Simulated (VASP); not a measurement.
# Si (P6_3/mmc) in VASP: notebook

The runs below take Si through single point, relaxation of cell and atoms, with PBE.

Everything below comes from runs of VASP 6.6.1. Logs are shortened: lines on timing, memory, paths and dates and some standing lists are left out, and cuts for length are marked.

### 1 The cell of the first run

Symmetry: P6_3/mmc, No. 194, hexagonal system. The conventional cell has a = 2.589 Å, b = 2.589 Å, c = 4.343 Å, α = 90.00°, β = 90.00°, γ = 120.00°. Si (site symmetry -6m2) has 12 Si at 2.59 to 2.64 Å within 3.4 Å.

### 2 Single point, PBE

Input file INCAR:

```
SYSTEM = Si
PREC     = Accurate       ! precision mode
ENCUT    = 520            ! plane-wave cutoff, eV
EDIFF    = 1E-6           ! SCF threshold, eV
ISMEAR   = -1             ! smearing method
SIGMA    = 0.05           ! smearing width, eV
LREAL    = .False.        ! projectors in reciprocal space
LASPH    = .True.         ! aspherical terms in the spheres
NELM     = 80             ! most SCF steps
ALGO     = Normal         ! electronic algorithm
ISIF     = 2              ! what is computed and relaxed
LWAVE    = .False.        ! write WAVECAR
LCHARG   = .False.        ! write CHGCAR
GGA      = PE             ! functional
NBANDS   = 11             ! bands
```

Input file KPOINTS:

```
Automatic mesh
0
Gamma
  10 10 6
  0 0 0
```

Input file POSCAR:

```
Si
1.0
    2.5890780525      0.0000000000      0.0000000000
   -1.2945390263      2.2422073659      0.0000000000
    0.0000000000      0.0000000000      4.3430045012
Si
2
Direct
    0.3333333333      0.6666666667      0.2500000000
    0.6666666667      0.3333333333      0.7500000000
```

Potentials or basis: VASP PAW PBE potentials, release 64 (Si).

On the command line:

```bash
> cat potpaw_PBE.64/Si/POTCAR > POTCAR
> mpirun -np 1 vasp_std > vasp.out
```

OUTCAR:

```text
SYSTEM = Si
   PREC = Accurate
   ENCUT = 520
   EDIFF = 1E-6
   ISMEAR = -1
   LREAL = .False.
   LASPH = .True.
   NELM = 80
   ISIF = 2
   GGA = PE

 ion  position               nearest neighbor table
   1  0.333  0.667  0.250-   2 2.64   2 2.64   2 2.64   2 2.64   2 2.64   2 2.64
   2  0.667  0.333  0.750-   1 2.64   1 2.64   1 2.64   1 2.64   1 2.64   1 2.64

  LATTYP: Found a hexagonal cell.
 ALAT       =     2.5890780525
 C/A-ratio  =     1.6774328209

  Lattice vectors:

 A1 = (   2.5890780525,   0.0000000000,   0.0000000000)
 A2 = (  -1.2945390263,   2.2422073659,   0.0000000000)
 A3 = (   0.0000000000,   0.0000000000,   4.3430045012)

Analysis of symmetry for initial positions (statically):
=====================================================================
 Subroutine PRICEL returns:
 Original cell was already a primitive cell.

 Routine SETGRP: Setting up the symmetry group for a
 hexagonal supercell.

 Subroutine GETGRP returns: Found 24 space group operations
 (whereof 12 operations were pure point group operations)
 out of a pool of 24 trial point group operations.

The static configuration has the point symmetry D_3d.
 The point group associated with its full space group is D_6h.

Analysis of symmetry for dynamics (positions and initial velocities):
=====================================================================
 Subroutine PRICEL returns:
 Original cell was already a primitive cell.

 Routine SETGRP: Setting up the symmetry group for a
 hexagonal supercell.

 Subroutine GETGRP returns: Found 24 space group operations
 (whereof 12 operations were pure point group operations)
 out of a pool of 24 trial point group operations.

The dynamic configuration has the point symmetry D_3d.
 The point group associated with its full space group is D_6h.

 Subroutine INISYM returns: Found 24 space group operations
 (whereof 12 operations are pure point group operations),
 and found     1 'primitive' translations

----------------------------------------------------------------------------------------

                                     Primitive cell

  volume of cell :      25.2122

  direct lattice vectors                    reciprocal lattice vectors
     2.589078053  0.000000000  0.000000000     0.386237873  0.222994540  0.000000000
    -1.294539026  2.242207366  0.000000000     0.000000000  0.445989080  0.000000000
     0.000000000  0.000000000  4.343004501     0.000000000  0.000000000  0.230255345

  length of vectors
     2.589078053  2.589078053  4.343004501     0.445989080  0.445989080  0.230255345

  position of ions in fractional coordinates (direct lattice)
     0.333333333  0.666666667  0.250000000
     0.666666667  0.333333333  0.750000000

  ion indices of the primitive-cell ions
   primitive index   ion index
                 1           1
                 2           2

----------------------------------------------------------------------------------------

 KPOINTS: Automatic mesh

Automatic generation of k-mesh.
 Grid dimensions read from file:
 generate k-points for:   10   10    6

 Generating k-lattice:

  Cartesian coordinates                     Fractional coordinates (reciprocal lattice)
     0.038623787  0.022299454  0.000000000     0.100000000  0.000000000  0.000000000
     0.000000000  0.044598908  0.000000000     0.000000000  0.100000000  0.000000000
     0.000000000  0.000000000  0.038375891     0.000000000  0.000000000  0.166666667

  Length of vectors
     0.044598908  0.044598908  0.038375891

  Shift w.r.t. Gamma in fractional coordinates (k-lattice)
     0.000000000  0.000000000  0.000000000

 Subroutine IBZKPT returns following result:
 ===========================================

 Found     56 irreducible k-points:

 Following reciprocal coordinates:
            Coordinates               Weight
  0.000000  0.000000  0.000000      1.000000
  0.100000  0.000000  0.000000      6.000000
  0.200000  0.000000  0.000000      6.000000
  0.300000  0.000000  0.000000      6.000000
  0.400000  0.000000  0.000000      6.000000
  0.500000  0.000000  0.000000      3.000000
[... 16 lines left out ...]
  0.300000  0.100000  0.166667     24.000000
  0.400000  0.100000  0.166667     24.000000
 [... further k-points ...]
   k-points           NKPTS =     56   k-points in BZ     NKDIM =     56   number of bands    NBANDS=     11
   number of dos      NEDOS =    301   number of ions     NIONS =      2
   total plane-waves  NPLWV =  12800
   dimension x,y,z NGX =    20 NGY =   20 NGZ =   32
   dimension x,y,z NGXF=    40 NGYF=   40 NGZF=   64
   ions per type =               2
   NGX,Y,Z   is equivalent  to a cutoff of  12.84, 12.84, 12.25 a.u.
   NGXF,Y,Z  is equivalent  to a cutoff of  25.68, 25.68, 24.50 a.u.
 SYSTEM =  Si
   PREC   = accura    normal or accurate (medium, high low for compatibility)
   ISTART =      0    job   : 0-new  1-cont  2-samecut
   ICHARG =      2    charge: 1-file 2-atom 10-const
   ISPIN  =      1    spin polarized calculation?
   LNONCOLLINEAR =      F non collinear calculations
   LSORBIT =      F    spin-orbit coupling
   LASPH  =      T    aspherical Exc in radial PAW
   ENCUT  =  520.0 eV  38.22 Ry    6.18 a.u.   4.81  4.81  8.08*2*pi/ulx,y,z
   NELM   =     80;   NELMIN=  2; NELMDL= -5     # of ELM steps
   EDIFF  = 0.1E-05   stopping-criterion for ELM
   LREAL  =      F    real-space projection
   EDIFFG = 0.1E-04   stopping-criterion for IOM
   NSW    =      0    number of steps for IOM
   IBRION =     -1    ionic relax: 0-MD 1-quasi-New 2-CG
   NFREE  =      0    steps in history (QN), initial steepest desc. (CG)
   ISIF   =      2    stress and relaxation
   ISYM   =      2    0-nonsym 1-usesym 2-fastsym
   POTIM  = 0.5000    time-step for ionic-motion
   TEBEG  =    0.0;   TEEND  =   0.0 temperature during run
   PSTRESS=    0.0 pullay stress
   NELECT =       8.0000    total number of electrons
   NUPDOWN=      -1.0000    fix difference up-down
   EMIN   =  10.00;   EMAX   =-10.00  energy-range for DOS
   EFERMI =   0.00;   METHOD = LEGACY
   ISMEAR =    -1;   SIGMA  =   0.05  broadening in eV -4-tet -1-fermi 0-gaus
   EFERMI_NEDOS =   21; number of points for ismear=-14 and -15
   IALGO  =     38    algorithm
   IMIX   =      4    mixing-type and parameters
     AMIX     =   0.40;   BMIX     =  1.00
     AMIX_MAG =   1.60;   BMIX_MAG =  1.00
  volume/ion in A,a.u.               =      12.61        85.07
  Fermi-wavevector in a.u.,A,eV,Ry     =   1.116609  2.110085 16.963955  1.246815
  Thomas-Fermi vector in A             =   2.253224
   LORBIT       =      0    0 simple, 1 ext, 2 COOP (PROOUT), +10 PAW based schemes
   GGA     = PE    functional components
   LHFCALC =     F    Hartree Fock is set to
   AEXX    =    0.0000 exact exchange contribution
   IVDW    =     0    specifies the selected vdW correction
   LEPSILON=     F    determine dielectric tensor
   LRPA    =     F    only Hartree local field effects (RPA)
 non-spin polarized calculation
  energy-cutoff  :      520.00
  volume of cell :       25.21
 maximum number of plane-waves:       701
 NGX is ok and might be reduce to    20
   NGX =  9   NGY =  9   NGZ = 17

 number of electron       8.0000000 magnetization

 Free energy of the ion-electron system (eV)
  ---------------------------------------------------
  ext. energy  EPLUGINS =         0.00000000
  ---------------------------------------------------
  free energy    TOTEN  =        -9.71702671 eV

  energy without entropy =       -9.71371964  energy(sigma->0) =       -9.71537318

 E-fermi :  12.0119     XC(G=0): -11.7608

 val. band max:       11.8737080210   @ k =   0.3000   0.0000   0.3333
 cond. band min:      12.0854851504   @ k =   0.4000   0.2000   0.0000
 fundamental gap:      0.2117771295
 Fermi energy:        12.0119103040

 k-point     1 :       0.0000    0.0000    0.0000
  band No.  band energies     occupation
      1      -3.7021      2.00000
      2       3.6492      2.00000
      3       4.0823      2.00000
      4      21.8324      0.00000
      5      21.8324      0.00000
      6      22.8765      0.00000
      7      22.8765      0.00000
      8      23.6152      0.00000
      9      24.3872      0.00000
     10      26.3945      0.00000
     11      27.5602      0.00000

 k-point     2 :       0.1000    0.0000    0.0000
  band No.  band energies     occupation
      1      -3.4130      2.00000
      2       3.9325      2.00000
      3       4.3543      2.00000
      4      18.3774      0.00000
      5      20.0521      0.00000
      6      21.9700      0.00000
      7      24.0975      0.00000
      8      24.1573      0.00000
      9      24.9786      0.00000
     10      25.2409      0.00000
     11      25.8225      0.00000

 k-point     3 :       0.2000    0.0000    0.0000
  band No.  band energies     occupation
      1      -2.5482      2.00000
      2       4.7755      2.00000
      3       5.1692      2.00000
      4      14.0680      0.00000
      5      18.3282      0.00000
      6      20.2472      0.00000
      7      20.7472      0.00000
      8      21.2142      0.00000
      9      23.9932      0.00000
     10      25.7134      0.00000
     11      25.7400      0.00000

 k-point     4 :       0.3000    0.0000    0.0000
  band No.  band energies     occupation
      1      -1.1161      2.00000
      2       6.1442      2.00000
      3       6.5220      2.00000
      4      10.1009      2.00000
      5      16.8016      0.00000
      6      17.0881      0.00000
      7      17.4312      0.00000
      8      19.3388      0.00000
      9      22.8878      0.00000
     10      24.7171      0.00000
     11      25.5850      0.00000
[... 239 lines left out ...]
 k-point    22 :       0.2000    0.1000    0.1667
  band No.  band energies     occupation
      1      -1.4756      2.00000
      2       3.5354      2.00000
      3       8.4152      2.00000
      4      12.4170      0.00061
      5      14.9953      0.00000
      6      17.1384      0.00000
      7      19.5542      0.00000
      8      21.1759      0.00000
      9      22.5614      0.00000
     10      23.8575      0.00000
     11      24.8372      0.00000

 k-point    23 :       0.3000    0.1000    0.1667
  band No.  band energies     occupation
      1       0.2314      2.00000
      2       5.1821      2.00000
      3       8.5697      2.00000
      4      10.0827      2.00000
      5      13.3339      0.00000
      6      14.1722      0.00000
      7      17.7590      0.00000
      8      19.0701      0.00000
      9      21.9406      0.00000
     10      23.1751      0.00000
     11      24.9511      0.00000

 k-point    24 :       0.4000    0.1000    0.1667
  band No.  band energies     occupation
      1       2.4739      2.00000
      2       5.2547      2.00000
      3       7.4503      2.00000
      4      10.0606      2.00000
      5      12.2858      0.00831
      6      13.5582      0.00000
      7      14.9906      0.00000
      8      18.3395      0.00000
      9      21.5804      0.00000
     10      22.7628      0.00000
     11      26.0549      0.00000

 [... further k-points ...]
[... 5 lines left out ...]
  --------------------------------------------------------------------------------------
  -------------------------------------------------------------------------------------
  Total        2.3466884      2.3466884      2.3493896     -0.0000000     -0.0000000      0.0000000
  in kB      149.1264941    149.1264941    149.2981484     -0.0000000     -0.0000000      0.0000000
  external PRESSURE =     149.1837122 kB  Pullay stress =       0.0000000 kB

 VOLUME and BASIS-vectors are now :
 -----------------------------------------------------------------------------
  energy-cutoff  :      520.00
  volume of cell :       25.21
      direct lattice vectors                 reciprocal lattice vectors
     2.589078053  0.000000000  0.000000000     0.386237873  0.222994540  0.000000000
    -1.294539026  2.242207366  0.000000000     0.000000000  0.445989080  0.000000000
     0.000000000  0.000000000  4.343004501     0.000000000  0.000000000  0.230255345

 POSITION                                       TOTAL-FORCE (eV/Angst)
 -----------------------------------------------------------------------------------
     -0.00000      1.49480      1.08575        -0.000000     -0.000000      0.000000
      1.29454      0.74740      3.25725         0.000000      0.000000      0.000000
 -----------------------------------------------------------------------------------
    total drift:                               -0.000000      0.000000     -0.000000

  FREE ENERGIE OF THE ION-ELECTRON SYSTEM (eV)
  ---------------------------------------------------
  free  energy   TOTEN  =        -9.7170267127 eV

  energy  without entropy=       -9.7137196388  energy(sigma->0) =       -9.71537318
```

It took 13 s on 1 thread of AMD EPYC 7R43 (Zen 3), shared host; peak memory 0.1 GiB.

What came out:

| Quantity | Value |
| --- | --- |
| Free energy | -9.7170 eV |
| Pressure | 14.9 GPa |
| Band gap on the k mesh | zero (band 4 reaches 21.83 eV, above the bottom of band 5 at 8.94 eV) |

### 3 Single point, PBE

This run uses another cell than the first one, of 14.36 Å³/atom, 1.139 times its volume.

Input file INCAR:

```
PREC = Accurate
ENCUT = 520
EDIFF = 1E-6
ISMEAR = -1
SIGMA = 0.05
LREAL = False
LASPH = True
NELM = 80
ALGO = Normal
ISIF = 2
LWAVE = False
LCHARG = False
GGA = PE
NBANDS = 11
```

Input file KPOINTS:

```
regular mesh
0
Gamma
  10 10 6
```

Input file POSCAR:

```
Si
1.0
    2.6930774706      0.0000000000      0.0000000000
   -1.3465387353      2.3322735039      0.0000000000
    0.0000000000      0.0000000000      4.5732626243
Si
2
Direct
    0.3333333333      0.6666666667      0.2500000000
    0.6666666667      0.3333333333      0.7500000000
```

Potentials or basis: VASP PAW PBE potentials, release 64 (Si).

On the command line:

```bash
> cat potpaw_PBE.64/Si/POTCAR > POTCAR
> mpirun -np 1 vasp_std > vasp.out
```

It took 15 s on 1 thread of AMD EPYC 7R43 (Zen 3), shared host; peak memory 0.1 GiB.

It converged, with:

```
Free energy            : -9.8631 eV
Pressure               : 0.0 GPa
Band gap on the k mesh : zero (band 4 reaches 19.12 eV, above the bottom of band 5 at 7.40 eV)
```

Levels at points of the mesh, in eV from the Fermi level:
| k point | band 2 | band 3 | band 4 | band 5 | band 6 | band 7 |
| --- | --- | --- | --- | --- | --- | --- |
| (0.00, 0.00, 0.00) | -8.07 | -7.06 | 8.95 | 8.95 | 10.28 | 10.28 |
| (0.50, 0.00, 0.00) | -7.53 | -1.83 | -1.47 | -1.46 | 0.11 | 3.81 |
| (0.00, 0.00, 0.50) | -12.69 | 0.66 | 0.66 | 10.25 | 10.25 | 10.25 |
| (0.50, 0.00, 0.50) | -6.45 | -5.86 | -5.86 | 5.30 | 5.30 | 5.73 |

### 4 Relaxation of cell and atoms, PBE

This run uses another cell than the first one, of 15.36 Å³/atom, 1.218 times its volume.

Input file INCAR:

```
SYSTEM = Si
  ALGO = Normal
  EDIFF = 1E-7
  EDIFFG = -0.01
  ENCUT = 600
  GGA = PE
  IBRION = 2
  ISIF = 3
  ISMEAR = -1
  LASPH = .True.
  LCHARG = .False.
  LREAL = .False.
  LWAVE = .False.
  NELM = 80
  NSW = 60
  PREC = Accurate
  SIGMA = 0.05
```

Input file KPOINTS:

```
k-points
0
Gamma
  10 10 6
  0 0 0
```

Input file POSCAR:

```
Si
1.0
    2.7900000000      0.0000000000      0.0000000000
   -1.3950000000      2.4162108766      0.0000000000
    0.0000000000      0.0000000000      4.5560700000
Si
2
Direct
    0.3333333333      0.6666666667      0.2500000000
    0.6666666667      0.3333333333      0.7500000000
```

On the command line:

```bash
> cat potpaw_PBE.64/Si/POTCAR > POTCAR
> mpirun -np 1 vasp_std > vasp.out
```

It took 67 s on 1 thread of AMD EPYC 7R43 (Zen 3), shared host; peak memory 0.12 GiB.

The run converged. Its results:

```yaml
Free_energy: -9.8632 eV
Relaxed_volume: 14.36 Å³/atom
Relaxed_cell: a = 2.693 Å, b = 2.693 Å, c = 4.573 Å, α = 90.00°, β = 90.00°, γ = 120.00°
Space_group_after_relaxing_to_0.05_Å: P6_3/mmc (No. 194)
Energy_gained_by_relaxing: 27.8 meV/atom
Ionic_steps: 9
Pressure_after_relaxing: 0.0 GPa
Band_gap_on_the_k_mesh: zero (band 4 reaches 19.12 eV, above the bottom of band 5 at 7.40 eV)
```

The path:
```
step  energy change (eV)  largest force (eV/Å)  pressure (GPa)  volume (Å³)
   1              0.0000                0.0000           -5.30        30.71
   2             -0.0488                0.0000            0.26        28.51
   3             -0.0490                0.0000            0.68        28.38
   4             -0.0543                0.0000            1.12        28.38
   5             -0.0544                0.0000            1.10        28.38
   6             -0.0555                0.0000           -0.16        28.78
   7             -0.0555                0.0000            0.04        28.72
   8             -0.0555                0.0000           -0.02        28.73
   9             -0.0555                0.0000            0.01        28.72
```

Final structure:
```cif
data_structure
_symmetry_space_group_name_H-M 'P 1'
_symmetry_Int_Tables_number 1
_cell_length_a 2.6931
_cell_length_b 2.6931
_cell_length_c 4.5731
_cell_angle_alpha 90.000
_cell_angle_beta 90.000
_cell_angle_gamma 120.000
_cell_volume 28.72
loop_
_atom_site_label
_atom_site_type_symbol
_atom_site_fract_x
_atom_site_fract_y
_atom_site_fract_z
_atom_site_occupancy
Si1 Si 0.33333 0.66667 0.25000 1
Si2 Si 0.66667 0.33333 0.75000 1
```

Levels at points of the mesh, in eV from the Fermi level:
```csv
k point,band 1,band 2,band 3,band 4,band 5,band 6,band 7,band 8
"(0.00, 0.00, 0.00)",-14.42,-8.07,-7.06,8.95,8.95,10.28,10.28,10.48
"(0.50, 0.00, 0.00)",-8.13,-7.53,-1.83,-1.47,-1.46,0.11,3.81,5.99
"(0.00, 0.00, 0.50)",-12.69,-12.69,0.66,0.66,10.25,10.25,10.25,10.25
"(0.50, 0.00, 0.50)",-6.45,-6.45,-5.86,-5.86,5.30,5.30,5.73,5.73
```

### 5 The runs side by side

```csv
task,cell,cutoff (eV),gap on the mesh (eV),pressure (GPa)
single point,"a = 2.589, b = 2.589, c = 4.343 Å, angles 90.0, 90.0, 120.0°, 2 atoms",520,none,14.9
single point,"a = 2.693, b = 2.693, c = 4.573 Å, angles 90.0, 90.0, 120.0°, 2 atoms",520,none,0.0
relaxation of cell and atoms,"relaxed from a = 2.790, b = 2.790, c = 4.556 Å, angles 90.0, 90.0, 120.0°, 2 atoms",600,none,0.0
```

Alike in all rows: level PBE; potentials or basis VASP PAW PBE potentials, release 64 (Si); no spin polarisation; k mesh 10 × 10 × 6; smearing fermi-dirac 0.05 eV.

Total energies depend on the potentials used, so only differences within one code and one set of settings carry meaning.
